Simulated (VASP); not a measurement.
# ZnAu (P4/mmm) in VASP: single point with PBE

Aim: the single point of ZnAu with PBE.

Everything below comes from runs of VASP 6.6.1. Logs are shortened: lines on timing, memory, paths and dates and some standing lists are left out, and cuts for length are marked.

### 1 The cell of the first run

It takes space group P4/mmm (No. 123, tetragonal). Conventional cell: a = 2.675 Å, b = 2.675 Å, c = 3.147 Å, α = 90.00°, β = 90.00°, γ = 90.00°. Zn (site symmetry 4/mmm) has 8 Au at 2.46 Å and 6 Zn at 2.67 to 3.15 Å within 3.2 Å. Au (site symmetry 4/mmm) has 8 Zn at 2.46 Å and 6 Au at 2.67 to 3.15 Å within 3.2 Å.

### 2 Single point, PBE (strain -0.1500 x Voigt [1, 1, 0, 0, 0, 0])

INCAR

```
ALGO = Normal
EDIFF = 1E-6
ENCUT = 540
GGA = PE
GGA_COMPAT = False
ISIF = 2
ISMEAR = 0
LASPH = True
LCHARG = False
LREAL = False
LWAVE = False
NBANDS = 22
NELM = 120
PREC = Accurate
SIGMA = 0.15
```

KPOINTS

```
k-points
0
Gamma
  16 16 16
```

POSCAR

```
ZnAu
1.0
    2.6749500000      0.0000000000      0.0000000000
    0.0000000000      2.6749500000      0.0000000000
    0.0000000000      0.0000000000      3.1470000000
Zn Au
1 1
Direct
    0.5000000000      0.5000000000      0.5000000000
    0.0000000000      0.0000000000      0.0000000000
```

Potentials or basis: VASP PAW PBE potentials, release 64 (Zn, Au_sv_GW).

Command:

```console
cat potpaw_PBE.64/Zn/POTCAR potpaw_PBE.64/Au_sv_GW/POTCAR > POTCAR
mpirun -np 1 vasp_std > vasp.out
```

OUTCAR:

```text
EDIFF = 1E-6
   ENCUT = 540
   GGA = PE
   ISIF = 2
   ISMEAR = 0
   LASPH = True
   LREAL = False
   NELM = 120
   PREC = Accurate

 ion  position               nearest neighbor table
   1  0.500  0.500  0.500-   2 2.46   2 2.46   2 2.46   2 2.46   2 2.46   2 2.46   2 2.46   2 2.46

   2  0.000  0.000  0.000-   1 2.46   1 2.46   1 2.46   1 2.46   1 2.46   1 2.46   1 2.46   1 2.46

  LATTYP: Found a simple tetragonal cell.
 ALAT       =     2.6749500000
 C/A-ratio  =     1.1764705882

  Lattice vectors:

 A1 = (   2.6749500000,   0.0000000000,   0.0000000000)
 A2 = (   0.0000000000,   2.6749500000,   0.0000000000)
 A3 = (   0.0000000000,   0.0000000000,   3.1470000000)

Analysis of symmetry for initial positions (statically):
=====================================================================
 Subroutine PRICEL returns:
 Original cell was already a primitive cell.

 Routine SETGRP: Setting up the symmetry group for a
 simple tetragonal supercell.

 Subroutine GETGRP returns: Found 16 space group operations
 (whereof 16 operations were pure point group operations)
 out of a pool of 16 trial point group operations.

The static configuration has the point symmetry D_4h.

Analysis of symmetry for dynamics (positions and initial velocities):
=====================================================================
 Subroutine PRICEL returns:
 Original cell was already a primitive cell.

 Routine SETGRP: Setting up the symmetry group for a
 simple tetragonal supercell.

 Subroutine GETGRP returns: Found 16 space group operations
 (whereof 16 operations were pure point group operations)
 out of a pool of 16 trial point group operations.

The dynamic configuration has the point symmetry D_4h.

 Subroutine INISYM returns: Found 16 space group operations
 (whereof 16 operations are pure point group operations),
 and found     1 'primitive' translations

----------------------------------------------------------------------------------------

                                     Primitive cell

  volume of cell :      22.5179

  direct lattice vectors                    reciprocal lattice vectors
     2.674950000  0.000000000  0.000000000     0.373838763  0.000000000  0.000000000
     0.000000000  2.674950000  0.000000000     0.000000000  0.373838763  0.000000000
     0.000000000  0.000000000  3.147000000     0.000000000  0.000000000  0.317762949

  length of vectors
     2.674950000  2.674950000  3.147000000     0.373838763  0.373838763  0.317762949

  position of ions in fractional coordinates (direct lattice)
     0.500000000  0.500000000  0.500000000
     0.000000000  0.000000000  0.000000000

  ion indices of the primitive-cell ions
   primitive index   ion index
                 1           1
                 2           2

----------------------------------------------------------------------------------------

 KPOINTS: k-points

Automatic generation of k-mesh.
 Grid dimensions read from file:
 generate k-points for:   16   16   16

 Generating k-lattice:

  Cartesian coordinates                     Fractional coordinates (reciprocal lattice)
     0.023364923  0.000000000  0.000000000     0.062500000  0.000000000  0.000000000
     0.000000000  0.023364923  0.000000000     0.000000000  0.062500000  0.000000000
     0.000000000  0.000000000  0.019860184     0.000000000  0.000000000  0.062500000

  Length of vectors
     0.023364923  0.023364923  0.019860184

  Shift w.r.t. Gamma in fractional coordinates (k-lattice)
     0.000000000  0.000000000  0.000000000

 Subroutine IBZKPT returns following result:
 ===========================================

 Found    405 irreducible k-points:

 Following reciprocal coordinates:
            Coordinates               Weight
  0.000000  0.000000  0.000000      1.000000
  0.062500  0.000000  0.000000      4.000000
  0.125000  0.000000  0.000000      4.000000
  0.187500  0.000000  0.000000      4.000000
  0.250000  0.000000  0.000000      4.000000
  0.312500  0.000000  0.000000      4.000000
[... 16 lines left out ...]
  0.437500  0.125000  0.000000      8.000000
  0.500000  0.125000  0.000000      4.000000
 [... further k-points ...]
   k-points           NKPTS =    405   k-points in BZ     NKDIM =    405   number of bands    NBANDS=     22
   number of dos      NEDOS =    301   number of ions     NIONS =      2
   total plane-waves  NPLWV =   9600
   dimension x,y,z NGX =    20 NGY =   20 NGZ =   24
   dimension x,y,z NGXF=    40 NGYF=   40 NGZF=   48
   ions per type =               1   1
   NGX,Y,Z   is equivalent  to a cutoff of  12.43, 12.43, 12.68 a.u.
   NGXF,Y,Z  is equivalent  to a cutoff of  24.86, 24.86, 25.36 a.u.
 SYSTEM =  unknown system
   PREC   = accura    normal or accurate (medium, high low for compatibility)
   ISTART =      0    job   : 0-new  1-cont  2-samecut
   ICHARG =      2    charge: 1-file 2-atom 10-const
   ISPIN  =      1    spin polarized calculation?
   LNONCOLLINEAR =      F non collinear calculations
   LSORBIT =      F    spin-orbit coupling
   LASPH  =      T    aspherical Exc in radial PAW
   ENCUT  =  540.0 eV  39.69 Ry    6.30 a.u.   5.07  5.07  5.96*2*pi/ulx,y,z
   NELM   =    120;   NELMIN=  2; NELMDL= -5     # of ELM steps
   EDIFF  = 0.1E-05   stopping-criterion for ELM
   LREAL  =      F    real-space projection
   EDIFFG = 0.1E-04   stopping-criterion for IOM
   NSW    =      0    number of steps for IOM
   IBRION =     -1    ionic relax: 0-MD 1-quasi-New 2-CG
   NFREE  =      0    steps in history (QN), initial steepest desc. (CG)
   ISIF   =      2    stress and relaxation
   ISYM   =      2    0-nonsym 1-usesym 2-fastsym
   POTIM  = 0.5000    time-step for ionic-motion
   TEBEG  =    0.0;   TEEND  =   0.0 temperature during run
   PSTRESS=    0.0 pullay stress
   NELECT =      31.0000    total number of electrons
   NUPDOWN=      -1.0000    fix difference up-down
   EMIN   =  10.00;   EMAX   =-10.00  energy-range for DOS
   EFERMI =   0.00;   METHOD = LEGACY
   ISMEAR =     0;   SIGMA  =   0.15  broadening in eV -4-tet -1-fermi 0-gaus
   EFERMI_NEDOS =   21; number of points for ismear=-14 and -15
   IALGO  =     38    algorithm
   IMIX   =      4    mixing-type and parameters
     AMIX     =   0.40;   BMIX     =  1.00
     AMIX_MAG =   1.60;   BMIX_MAG =  1.00
  volume/ion in A,a.u.               =      11.26        75.98
  Fermi-wavevector in a.u.,A,eV,Ry     =   1.821179  3.441530 45.126361  3.316694
  Thomas-Fermi vector in A             =   2.877599
   LORBIT       =      0    0 simple, 1 ext, 2 COOP (PROOUT), +10 PAW based schemes
   GGA     = PE    functional components
   LHFCALC =     F    Hartree Fock is set to
   AEXX    =    0.0000 exact exchange contribution
   IVDW    =     0    specifies the selected vdW correction
   LEPSILON=     F    determine dielectric tensor
   LRPA    =     F    only Hartree local field effects (RPA)
 non-spin polarized calculation
 Gauss-broadening in eV      SIGMA  =   0.15
  energy-cutoff  :      540.00
  volume of cell :       22.52
 maximum number of plane-waves:       664
   NGX = 11   NGY = 11   NGZ = 11

 number of electron      31.0000032 magnetization

 Free energy of the ion-electron system (eV)
  ---------------------------------------------------
  ext. energy  EPLUGINS =         0.00000000
  ---------------------------------------------------
  free energy    TOTEN  =        -1.69783488 eV

  energy without entropy =       -1.69392405  energy(sigma->0) =       -1.69587947

 E-fermi :  11.6977     XC(G=0): -14.7734

 val. band max:       11.6893949700   @ k =   0.5000   0.2500   0.5000
 cond. band min:      11.6987353752   @ k =   0.3750   0.1250   0.3125
 fundamental gap:      0.0093404053
 Fermi energy:        11.6976657796

 k-point     1 :       0.0000    0.0000    0.0000
  band No.  band energies     occupation
      1     -96.2303      2.00000
      2     -47.6202      2.00000
      3     -47.4899      2.00000
      4     -47.4899      2.00000
      5      -2.7533      2.00000
      6       0.6714      2.00000
[... 14 lines left out ...]
     21      27.9375      0.00000
     22      28.6868      0.00000

 k-point     2 :       0.0625    0.0000    0.0000
  band No.  band energies     occupation
      1     -96.2298      2.00000
      2     -47.6192      2.00000
      3     -47.5014      2.00000
      4     -47.4892      2.00000
      5      -2.6497      2.00000
      6       0.7206      2.00000
[... 14 lines left out ...]
     21      28.4669      0.00000
     22      28.7851      0.00000

 k-point     3 :       0.1250    0.0000    0.0000
  band No.  band energies     occupation
      1     -96.2284      2.00000
      2     -47.6165      2.00000
      3     -47.5332      2.00000
      4     -47.4867      2.00000
      5      -2.3455      2.00000
      6       0.8548      2.00000
[... 14 lines left out ...]
     21      29.0228      0.00000
     22      30.2340      0.00000

 k-point     4 :       0.1875    0.0000    0.0000
  band No.  band energies     occupation
      1     -96.2263      2.00000
      2     -47.6123      2.00000
      3     -47.5803      2.00000
      4     -47.4830      2.00000
      5      -1.8607      2.00000
      6       1.0509      2.00000
[... 14 lines left out ...]
     21      29.1756      0.00000
     22      31.7952      0.00000

 k-point     5 :       0.2500    0.0000    0.0000
  band No.  band energies     occupation
      1     -96.2237      2.00000
      2     -47.6358      2.00000
      3     -47.6074      2.00000
      4     -47.4786      2.00000
      5      -1.2285      2.00000
      6       1.2960      2.00000
[... 14 lines left out ...]
     21      28.8160      0.00000
     22      31.6225      0.00000

 k-point     6 :       0.3125    0.0000    0.0000
  band No.  band energies     occupation
      1     -96.2212      2.00000
      2     -47.6907      2.00000
      3     -47.6024      2.00000
      4     -47.4741      2.00000
      5      -0.4978      2.00000
      6       1.5734      2.00000
[... 14 lines left out ...]
     21      27.7752      0.00000
     22      30.2365      0.00000

 k-point     7 :       0.3750    0.0000    0.0000
  band No.  band energies     occupation
      1     -96.2191      2.00000
      2     -47.7371      2.00000
      3     -47.5982      2.00000
      4     -47.4703      2.00000
      5       0.2564      2.00000
      6       1.8353      2.00000
[... 324 lines left out ...]
      6       1.4290      2.00000
[... 14 lines left out ...]
     21      29.1495      0.00000
     22      30.2604      0.00000

 k-point    21 :       0.3125    0.1250    0.0000
  band No.  band energies     occupation
      1     -96.2193      2.00000
      2     -47.6864      2.00000
      3     -47.5985      2.00000
      4     -47.5161      2.00000
      5      -0.1955      2.00000
      6       1.6602      2.00000
[... 14 lines left out ...]
     21      27.8078      0.00000
     22      28.5034      0.00000

 k-point    22 :       0.3750    0.1250    0.0000
  band No.  band energies     occupation
      1     -96.2172      2.00000
      2     -47.7327      2.00000
      3     -47.5943      2.00000
      4     -47.5121      2.00000
      5       0.4914      2.00000
      6       1.8575      2.00000
[... 14 lines left out ...]
     21      26.5532      0.00000
     22      27.4418      0.00000

 k-point    23 :       0.4375    0.1250    0.0000
  band No.  band energies     occupation
      1     -96.2158      2.00000
      2     -47.7635      2.00000
      3     -47.5916      2.00000
      4     -47.5094      2.00000
      5       1.0773      2.00000
      6       1.8946      2.00000
[... 14 lines left out ...]
     21      24.8779      0.00000
     22      27.5764      0.00000

 k-point    24 :       0.5000    0.1250    0.0000
  band No.  band energies     occupation
      1     -96.2153      2.00000
      2     -47.7743      2.00000
      3     -47.5906      2.00000
      4     -47.5084      2.00000
      5       1.3676      2.00000
      6       1.8187      2.00000
[... 14 lines left out ...]
     21      23.7784      0.00000
     22      27.6889      0.00000

 [... further k-points ...]

------------------------ aborting loop because EDIFF is reached ----------------------------------------

  FORCE on cell =-STRESS in cart. coord.  units (eV):
  Direction    XX          YY          ZZ          XY          YZ          ZX
  --------------------------------------------------------------------------------------
  -------------------------------------------------------------------------------------
  Total       16.3514169     16.3514169     15.5742189      0.0000000      0.0000000      0.0000000
  in kB     1163.4236670   1163.4236670   1108.1250635      0.0000000      0.0000000      0.0000000
  external PRESSURE =    1144.9907991 kB  Pullay stress =       0.0000000 kB

 VOLUME and BASIS-vectors are now :
 -----------------------------------------------------------------------------
  energy-cutoff  :      540.00
  volume of cell :       22.52
      direct lattice vectors                 reciprocal lattice vectors
     2.674950000  0.000000000  0.000000000     0.373838763  0.000000000  0.000000000
     0.000000000  2.674950000  0.000000000     0.000000000  0.373838763  0.000000000
     0.000000000  0.000000000  3.147000000     0.000000000  0.000000000  0.317762949

 POSITION                                       TOTAL-FORCE (eV/Angst)
 -----------------------------------------------------------------------------------
      1.33747      1.33747      1.57350         0.000000      0.000000      0.000000
      0.00000      0.00000      0.00000         0.000000      0.000000      0.000000
 -----------------------------------------------------------------------------------
    total drift:                               -0.000000      0.000000      0.000000

  FREE ENERGIE OF THE ION-ELECTRON SYSTEM (eV)
  ---------------------------------------------------
  free  energy   TOTEN  =        -1.6978348786 eV

  energy  without entropy=       -1.6939240548  energy(sigma->0) =       -1.69587947
```

Run time: 66 s. Hardware: 1 thread of AMD EPYC 9R45 (Zen 5), shared host; peak memory 0.3 GiB.

Results:

```
Free energy            : -1.6978 eV
Pressure               : 114.5 GPa
Band gap on the k mesh : zero (an odd number of electrons rules out a gap without spin polarisation)
```

Stress tensor (GPa, compression positive):
```
116.34   0.00   0.00
  0.00 116.34   0.00
  0.00   0.00 110.81
```

Caveat: the cell differs from its parent crystal (strain -0.1500 x Voigt [1, 1, 0, 0, 0, 0]); the stress differs along the axes, from 111 to 116 GPa; spin-orbit coupling is left out, which moves the levels of the heavy elements.
